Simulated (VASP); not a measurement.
H:

```
CELL_PARAMETERS angstrom
-1.69153 1.69153 2.05847
1.69153 -1.69153 2.05847
1.69153 1.69153 -2.05847
ATOMIC_POSITIONS crystal
H 0.90986 0.90986 0.00000
H 0.09014 0.09014 0.00000
```

```yaml
Program: VASP 6.6.1
Task: relaxation of cell and atoms
Functional: PBEsol
Potentials_or_basis: VASP PAW PBE potentials, release 64 (H)
Cutoff: 600 eV
k_mesh: 14 × 14 × 14
Occupations: fermi-dirac, width 0.08 eV
Spin: no spin polarisation
```

At the start: pressure 1.1 GPa; volume 11.78 Å³/atom.

Question: Where does the relaxation end?

Answer: Over 14 steps the energy falls by 2.7 meV/atom and the volume is 12.55 Å³/atom (+6.6 %); space group I4/mmm (No. 139, to 0.05 Å).

The path:
```csv
step,energy change (eV),largest force (eV/Å),pressure (GPa),volume (Å³)
1,0.0000,0.5976,1.08,23.56
2,0.0309,1.3889,-2.47,23.83
3,-0.0051,0.0163,0.04,23.63
4,-0.0051,0.0041,0.07,23.63
5,-0.0051,0.0071,0.09,23.63
6,-0.0051,0.0062,0.09,23.64
7,-0.0051,0.0051,0.07,23.69
8,-0.0051,0.0015,0.06,23.78
9,-0.0052,0.0055,0.04,23.95
10,-0.0053,0.0185,0.00,24.31
11,-0.0053,0.0410,-0.07,25.05
12,-0.0054,0.0294,-0.03,25.07
13,-0.0054,0.0132,0.01,25.13
14,-0.0054,0.0004,-0.01,25.11
```

Final structure:
```yaml
crystal:
  lattice:
    - [-1.72159, 1.72159, 2.11780]
    - [1.72159, -1.72159, 2.11780]
    - [1.72159, 1.72159, -2.11780]
  atoms:
    - { symbol: H, position: [0.91036, 0.91036, 0.00000] }
    - { symbol: H, position: [0.08964, 0.08964, 0.00000] }
```

Caveat: the PAW data sets were made with another functional, which shifts forces and pressure a little.
